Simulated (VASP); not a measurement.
# TaN (P6_3mc) in VASP: notebook, part 2 of 3

VASP 6.6.1.

## (3) Electric field gradients, PBE (zz strain of -1 %)

Input file INCAR:

```
ALGO = Normal
EDIFF = 1E-8
ENCUT = 520
GGA = PE
GGA_COMPAT = False
ISIF = 2
ISMEAR = -1
LASPH = True
LCHARG = False
LEFG = True
LREAL = False
LWAVE = False
NBANDS = 24
NELM = 120
PREC = Accurate
SIGMA = 0.01
```

Input file KPOINTS:

```
k-points
0
Gamma
  9 9 5
```

Input file POSCAR:

```
TaN
1.0
    3.0500010905      0.0000000000      0.0000000000
   -1.5250005453      2.6413784260      0.0000000000
    0.0000000000      0.0000000000      4.8906000000
Ta N
2 2
Direct
    0.3333333333      0.6666666667      0.0000000000
    0.6666666667      0.3333333333      0.5000000000
    0.3333333333      0.6666666667      0.3850000000
    0.6666666667      0.3333333333      0.8850000000
```

Potentials or basis: VASP PAW PBE potentials, release 64 (Ta_pv, N).

The run is started by

```
$ cat potpaw_PBE.64/Ta_pv/POTCAR potpaw_PBE.64/N/POTCAR > POTCAR
$ mpirun -np 1 vasp_std > vasp.out
```

OUTCAR:

```text
EDIFF = 1E-8
   ENCUT = 520
   GGA = PE
   ISIF = 2
   ISMEAR = -1
   LASPH = True
   LREAL = False
   NELM = 120
   PREC = Accurate

 ion  position               nearest neighbor table
   1  0.333  0.667  0.000-   4 1.85   4 1.85   4 1.85   3 1.88   2 3.01   2 3.01   2 3.01   2 3.01
                             2 3.01   2 3.01
   2  0.667  0.333  0.500-   3 1.85   3 1.85   3 1.85   4 1.88   1 3.01   1 3.01   1 3.01   1 3.01
                             1 3.01   1 3.01
   3  0.333  0.667  0.385-   2 1.85   2 1.85   2 1.85   1 1.88
   4  0.667  0.333  0.885-   1 1.85   1 1.85   1 1.85   2 1.88

  LATTYP: Found a hexagonal cell.
 ALAT       =     3.0500010905
 C/A-ratio  =     1.6034748365

  Lattice vectors:

 A1 = (   3.0500010905,   0.0000000000,   0.0000000000)
 A2 = (  -1.5250005453,   2.6413784260,   0.0000000000)
 A3 = (   0.0000000000,   0.0000000000,   4.8906000000)

Analysis of symmetry for initial positions (statically):
=====================================================================
 Subroutine PRICEL returns:
 Original cell was already a primitive cell.

 Routine SETGRP: Setting up the symmetry group for a
 hexagonal supercell.

 Subroutine GETGRP returns: Found 12 space group operations
 (whereof  6 operations were pure point group operations)
 out of a pool of 24 trial point group operations.

The static configuration has the point symmetry C_3v.
 The point group associated with its full space group is C_6v.

Analysis of symmetry for dynamics (positions and initial velocities):
=====================================================================
 Subroutine PRICEL returns:
 Original cell was already a primitive cell.

 Routine SETGRP: Setting up the symmetry group for a
 hexagonal supercell.

 Subroutine GETGRP returns: Found 12 space group operations
 (whereof  6 operations were pure point group operations)
 out of a pool of 24 trial point group operations.

The dynamic configuration has the point symmetry C_3v.
 The point group associated with its full space group is C_6v.

 Subroutine INISYM returns: Found 12 space group operations
 (whereof  6 operations are pure point group operations),
 and found     1 'primitive' translations

----------------------------------------------------------------------------------------

                                     Primitive cell

  volume of cell :      39.3997

  direct lattice vectors                    reciprocal lattice vectors
     3.050001090  0.000000000  0.000000000     0.327868735  0.189295103  0.000000000
    -1.525000545  2.641378426  0.000000000     0.000000000  0.378590205  0.000000000
     0.000000000  0.000000000  4.890600000     0.000000000  0.000000000  0.204473889

  length of vectors
     3.050001090  3.050001091  4.890600000     0.378590205  0.378590205  0.204473889

  position of ions in fractional coordinates (direct lattice)
     0.333333333  0.666666667  0.000000000
     0.666666667  0.333333333  0.500000000
     0.333333333  0.666666667  0.385000000
     0.666666667  0.333333333  0.885000000

  ion indices of the primitive-cell ions
   primitive index   ion index
                 1           1
                 2           2
                 3           3
                 4           4
[... 89 lines left out ...]
   IALGO  =     38    algorithm
   IMIX   =      4    mixing-type and parameters
     AMIX     =   0.40;   BMIX     =  1.00
     AMIX_MAG =   1.60;   BMIX_MAG =  1.00
  volume/ion in A,a.u.               =       9.85        66.47
  Fermi-wavevector in a.u.,A,eV,Ry     =   1.527427  2.886419 31.742860  2.333034
  Thomas-Fermi vector in A             =   2.635325
   LORBIT       =      0    0 simple, 1 ext, 2 COOP (PROOUT), +10 PAW based schemes
   GGA     = PE    functional components
   LHFCALC =     F    Hartree Fock is set to
   AEXX    =    0.0000 exact exchange contribution
   IVDW    =     0    specifies the selected vdW correction
   LEPSILON=     F    determine dielectric tensor
   LRPA    =     F    only Hartree local field effects (RPA)
 non-spin polarized calculation
  energy-cutoff  :      520.00
  volume of cell :       39.40
 maximum number of plane-waves:      1087
 NGX is ok and might be reduce to    24
   NGX = 11   NGY = 11   NGZ = 19

 number of electron      32.0000004 magnetization

 Free energy of the ion-electron system (eV)
  ---------------------------------------------------
  ext. energy  EPLUGINS =         0.00000000
  ---------------------------------------------------
  free energy    TOTEN  =       -37.33913039 eV

  energy without entropy =      -37.33793912  energy(sigma->0) =      -37.33853476

 E-fermi :   9.9023     XC(G=0): -13.6004

 val. band max:        9.8921916442   @ k =   0.3333  -0.0000   0.2000
 cond. band min:       9.9207223246   @ k =   0.1111   0.0000   0.4000
 fundamental gap:      0.0285306804
 Fermi energy:         9.9023040308

 k-point     1 :       0.0000    0.0000    0.0000
  band No.  band energies     occupation
      1     -26.2762      2.00000
      2     -25.1093      2.00000
      3     -25.1093      2.00000
      4     -24.9011      2.00000
      5     -24.9011      2.00000
      6     -24.8438      2.00000
[... 637 lines left out ...]
     23      17.5631      0.00000
     24      17.5631      0.00000

 [... further k-points ...]

------------------------ aborting loop because EDIFF is reached ----------------------------------------

  FORCE on cell =-STRESS in cart. coord.  units (eV):
  Direction    XX          YY          ZZ          XY          YZ          ZX
  --------------------------------------------------------------------------------------
  -------------------------------------------------------------------------------------
  Total       37.9650639     37.9650639     32.8180556     -0.0000000      0.0000000     -0.0000000
  in kB     1543.8388073   1543.8388074   1334.5371380     -0.0000000      0.0000000     -0.0000000
  external PRESSURE =    1474.0715842 kB  Pullay stress =       0.0000000 kB

 VOLUME and BASIS-vectors are now :
 -----------------------------------------------------------------------------
  energy-cutoff  :      520.00
  volume of cell :       39.40
      direct lattice vectors                 reciprocal lattice vectors
     3.050001090  0.000000000  0.000000000     0.327868735  0.189295103  0.000000000
    -1.525000545  2.641378426  0.000000000     0.000000000  0.378590205  0.000000000
     0.000000000  0.000000000  4.890600000     0.000000000  0.000000000  0.204473889

 POSITION                                       TOTAL-FORCE (eV/Angst)
 -----------------------------------------------------------------------------------
     -0.00000      1.76092      0.00000        -0.000000      0.000000      1.770630
      1.52500      0.88046      2.44530         0.000000     -0.000000      1.770630
     -0.00000      1.76092      1.88288        -0.000000      0.000000     -1.770630
      1.52500      0.88046      4.32818        -0.000000     -0.000000     -1.770630
 -----------------------------------------------------------------------------------
    total drift:                               -0.000000      0.000000     -0.000186

  FREE ENERGIE OF THE ION-ELECTRON SYSTEM (eV)
  ---------------------------------------------------
  free  energy   TOTEN  =       -37.3391303943 eV

  energy  without entropy=      -37.3379391237  energy(sigma->0) =      -37.33853476

 Electric field gradients (V/A^2)
---------------------------------------------------------------------
 ion       V_xx      V_yy      V_zz      V_xy      V_xz      V_yz
---------------------------------------------------------------------
   1     -56.311   -56.311   112.622    -0.000    -0.000     0.000
   2     -56.311   -56.311   112.622    -0.000     0.000    -0.000
   3      -5.443    -5.443    10.886     0.001     0.000    -0.000
   4      -5.443    -5.443    10.886     0.001    -0.000     0.000
---------------------------------------------------------------------

 Electric field gradients after diagonalization (V/A^2)
 (convention: |V_zz| > |V_xx| > |V_yy|)
----------------------------------------------------------------------
 ion       V_xx      V_yy      V_zz     asymmetry (V_yy - V_xx)/ V_zz
----------------------------------------------------------------------
   1     -56.311   -56.310   112.622       0.000
   2     -56.311   -56.310   112.622       0.000
   3      -5.444    -5.442    10.886       0.000
   4      -5.444    -5.442    10.886       0.000
----------------------------------------------------------------------

           NMR quadrupolar parameters

 Cq : quadrupolar parameter    Cq=e*Q*V_zz/h
 eta: asymmetry parameters     (V_yy - V_xx)/ V_zz
 Q  : nuclear electric quadrupole moment in mb (millibarn)
----------------------------------------------------------------------
 ion       Cq(MHz)       eta       Q (mb)
----------------------------------------------------------------------
   1       0.272       0.000       1.000
   2       0.272       0.000       1.000
   3       0.026       0.000       1.000
   4       0.026       0.000       1.000
----------------------------------------------------------------------
```

OSZICAR:

```text
N       E                     dE             d eps       ncg     rms          rms(c)
DAV:   1     0.291649216361E+03    0.29165E+03   -0.17806E+04  1728   0.143E+03
DAV:   2    -0.303790741172E+02   -0.32203E+03   -0.30628E+03  2064   0.429E+02
DAV:   3    -0.444923008479E+02   -0.14113E+02   -0.13968E+02  2168   0.895E+01
DAV:   4    -0.446184205460E+02   -0.12612E+00   -0.12607E+00  1896   0.904E+00
DAV:   5    -0.446197226632E+02   -0.13021E-02   -0.13017E-02  2208   0.801E-01    0.611E+01
DAV:   6    -0.374361065453E+02    0.71836E+01   -0.23671E+01  2024   0.384E+01    0.260E+01
DAV:   7    -0.373770420529E+02    0.59064E-01   -0.93017E-01  1824   0.776E+00    0.137E+01
DAV:   8    -0.373431131834E+02    0.33929E-01   -0.45690E-02  2120   0.154E+00    0.161E+00
DAV:   9    -0.373390656030E+02    0.40476E-02   -0.10764E-02  2056   0.777E-01    0.127E-01
DAV:  10    -0.373391353490E+02   -0.69746E-04   -0.50364E-04  2016   0.181E-01    0.282E-02
DAV:  11    -0.373391306592E+02    0.46899E-05   -0.11444E-05  2136   0.290E-02    0.110E-02
DAV:  12    -0.373391306415E+02    0.17675E-07   -0.20667E-06  2000   0.126E-02    0.355E-03
DAV:  13    -0.373391304181E+02    0.22337E-06   -0.17935E-07  2016   0.353E-03    0.197E-03
DAV:  14    -0.373391303984E+02    0.19713E-07   -0.10921E-08  1168   0.957E-04    0.546E-04
DAV:  15    -0.373391303943E+02    0.41455E-08   -0.52161E-09  1096   0.571E-04
   1 F= -.37339130E+02 E0= -.37338535E+02  d E =-.119127E-02
```

Run time: 50 s. Hardware: 1 thread of AMD EPYC 7R13, shared host; peak memory 0.14 GiB.

Results:

| Quantity | Value |
| --- | --- |
| Free energy | -37.3391 eV |
| Pressure | 147.4 GPa |
| Largest force | 1.771 eV/Å |
| Band gap on the k mesh | zero (band 16 reaches 10.45 eV, above the bottom of band 17 at 8.24 eV) |

Forces on the atoms (eV/Å):
```
Ta   0.000  0.000  1.771
Ta   0.000  0.000  1.771
N    0.000  0.000 -1.771
N    0.000  0.000 -1.771
```

Levels at points of the mesh, in eV from the Fermi level:
```
           k point  band 13  band 14  band 15  band 16  band 17  band 18  band 19  band 20
(0.00, 0.00, 0.00)    -7.92    -7.48    -0.91    -0.91    -0.32     2.12     2.69     2.69
```

Electric field gradients, principal values (V/Å²):
```
atom    least   middle  greatest (by size)
1 Ta  -56.310  -56.311             112.622
2 Ta  -56.310  -56.311             112.622
 3 N   -5.442   -5.444              10.886
 4 N   -5.442   -5.444              10.886
```

Caveat: the cell differs from its parent crystal (zz strain of -1 %); without QUAD_EFG the Cq values of the log hold for a quadrupole moment of 1 mb, not for the nuclei; spin-orbit coupling is left out, which moves the levels of the heavy elements; forces of over 1 eV/Å act on the atoms, so gaps and moduli don't describe the material at rest.

## (4) Electric field gradients, PBE (zz strain of +2 %)

Input file INCAR:

```
SYSTEM = TaN
PREC = Accurate ; ENCUT = 520
EDIFF = 1E-8 ; ISMEAR = -1
SIGMA = 0.01 ; LREAL = .FALSE.
LASPH = .TRUE. ; NELM = 120
ALGO = Normal ; ISIF = 2
LWAVE = .FALSE. ; LCHARG = .FALSE.
GGA = PE ; LEFG = .TRUE.
NBANDS = 24 ; GGA_COMPAT = .FALSE.
```

Input file KPOINTS:

```
regular mesh
0
G
  9 9 5
  0 0 0
```

Changes to POSCAR since step 3:

```diff
@@ -4,3 +4,3 @@
    -1.5250005453      2.6413784260      0.0000000000
-    0.0000000000      0.0000000000      4.8906000000
+    0.0000000000      0.0000000000      5.0388000000
 Ta N
```

Potentials or basis: VASP PAW PBE potentials, release 64 (Ta_pv, N).

The run is started by

```
$ cat potpaw_PBE.64/Ta_pv/POTCAR potpaw_PBE.64/N/POTCAR > POTCAR
$ mpirun -np 1 vasp_std > vasp.out
```

OUTCAR:

```text
SYSTEM = TaN
   PREC = Accurate
   ENCUT = 520
   EDIFF = 1E-8
   ISMEAR = -1
   LREAL = .FALSE.
   LASPH = .TRUE.
   NELM = 120
   ISIF = 2
   GGA = PE

 ion  position               nearest neighbor table
   1  0.333  0.667  0.000-   4 1.85   4 1.85   4 1.85   3 1.94   2 3.07   2 3.07   2 3.07   2 3.07
                             2 3.07   2 3.07
   2  0.667  0.333  0.500-   3 1.85   3 1.85   3 1.85   4 1.94   1 3.07   1 3.07   1 3.07   1 3.07
                             1 3.07   1 3.07
   3  0.333  0.667  0.385-   2 1.85   2 1.85   2 1.85   1 1.94
   4  0.667  0.333  0.885-   1 1.85   1 1.85   1 1.85   2 1.94

  LATTYP: Found a hexagonal cell.
 ALAT       =     3.0500010905
 C/A-ratio  =     1.6520649831
[... 881 lines left out ...]
---------------------------------------------------------------------
   1     -72.013   -72.014   144.027    -0.000    -0.000     0.000
   2     -72.013   -72.014   144.027    -0.000     0.000    -0.000
   3      -5.088    -5.087    10.175     0.001     0.000    -0.000
   4      -5.088    -5.087    10.175     0.001    -0.000     0.000
---------------------------------------------------------------------

 Electric field gradients after diagonalization (V/A^2)
 (convention: |V_zz| > |V_xx| > |V_yy|)
----------------------------------------------------------------------
 ion       V_xx      V_yy      V_zz     asymmetry (V_yy - V_xx)/ V_zz
----------------------------------------------------------------------
   1     -72.014   -72.013   144.027       0.000
   2     -72.014   -72.013   144.027       0.000
   3      -5.088    -5.087    10.175       0.000
   4      -5.088    -5.087    10.175       0.000
----------------------------------------------------------------------

           NMR quadrupolar parameters

 Cq : quadrupolar parameter    Cq=e*Q*V_zz/h
 eta: asymmetry parameters     (V_yy - V_xx)/ V_zz
 Q  : nuclear electric quadrupole moment in mb (millibarn)
----------------------------------------------------------------------
 ion       Cq(MHz)       eta       Q (mb)
----------------------------------------------------------------------
   1       0.348       0.000       1.000
   2       0.348       0.000       1.000
   3       0.025       0.000       1.000
   4       0.025       0.000       1.000
----------------------------------------------------------------------
```

OSZICAR:

```text
N       E                     dE             d eps       ncg     rms          rms(c)
DAV:   1     0.289784626701E+03    0.28978E+03   -0.17787E+04  1728   0.143E+03
DAV:   2    -0.312244453524E+02   -0.32101E+03   -0.30657E+03  2048   0.424E+02
DAV:   3    -0.452986012830E+02   -0.14074E+02   -0.13900E+02  2176   0.886E+01
DAV:   4    -0.454278958921E+02   -0.12929E+00   -0.12922E+00  1904   0.910E+00
DAV:   5    -0.454293286621E+02   -0.14328E-02   -0.14324E-02  2184   0.822E-01    0.580E+01
DAV:   6    -0.383266144974E+02    0.71027E+01   -0.24353E+01  2040   0.383E+01    0.244E+01
DAV:   7    -0.382647375870E+02    0.61877E-01   -0.95567E-01  1848   0.782E+00    0.134E+01
DAV:   8    -0.382307390327E+02    0.33999E-01   -0.48698E-02  2136   0.163E+00    0.155E+00
DAV:   9    -0.382266080828E+02    0.41309E-02   -0.11014E-02  2096   0.751E-01    0.145E-01
DAV:  10    -0.382266840044E+02   -0.75922E-04   -0.54796E-04  2072   0.191E-01    0.423E-02
DAV:  11    -0.382266809457E+02    0.30587E-05   -0.17622E-05  2088   0.330E-02    0.114E-02
DAV:  12    -0.382266807516E+02    0.19403E-06   -0.16470E-06  2072   0.120E-02    0.370E-03
DAV:  13    -0.382266803921E+02    0.35956E-06   -0.30181E-07  1944   0.420E-03    0.175E-03
DAV:  14    -0.382266803879E+02    0.42055E-08   -0.17330E-08  1400   0.123E-03
   1 F= -.38226680E+02 E0= -.38226266E+02  d E =-.829510E-03
```

stdout:

```text
POSCAR found type information on POSCAR TaN
 POSCAR found :  2 types and       4 ions
 scaLAPACK will be used
 LDA part: xc-table for (Slater+PW92), standard interpolation
 POSCAR, INCAR and KPOINTS ok, starting setup
 FFT: planning ... GRIDC
 FFT: planning ... GRID_SOFT
 FFT: planning ... GRID
 WAVECAR not read
 entering main loop
ion   1

ion   2

ion   3

ion   4
```

It took 45 s on 1 thread of AMD EPYC 7R13, shared host; peak memory 0.15 GiB.

Results:

```
Free energy            : -38.2267 eV
Pressure               : 127.5 GPa
Largest force          : 3.334 eV/Å
Band gap on the k mesh : zero (band 16 reaches 10.17 eV, above the bottom of band 17 at 7.94 eV)
```

Forces in eV/Å, atoms in the order of the input:
```
Ta   0.000  0.000  3.334
Ta   0.000  0.000  3.334
N    0.000  0.000 -3.334
N    0.000  0.000 -3.334
```

Levels at points of the mesh, in eV from the Fermi level:
```csv
k point,band 12,band 13,band 14,band 15,band 16,band 17,band 18,band 19,band 20,band 21
"(0.00, 0.00, 0.00)",-7.85,-7.85,-7.72,-0.70,-0.70,-0.44,2.17,2.59,2.59,4.52
```

Electric field gradients, principal values (V/Å²):
| atom | least | middle | greatest (by size) |
| --- | --- | --- | --- |
| 1 Ta | -72.013 | -72.014 | 144.027 |
| 2 Ta | -72.013 | -72.014 | 144.027 |
| 3 N | -5.087 | -5.088 | 10.175 |
| 4 N | -5.087 | -5.088 | 10.175 |

Caveat: the cell differs from its parent crystal (zz strain of +2 %); without QUAD_EFG the Cq values of the log hold for a quadrupole moment of 1 mb, not for the nuclei; spin-orbit coupling is left out, which moves the levels of the heavy elements; forces of over 1 eV/Å act on the atoms, so gaps and moduli don't describe the material at rest.

(Part 2 of 3 ends here.)
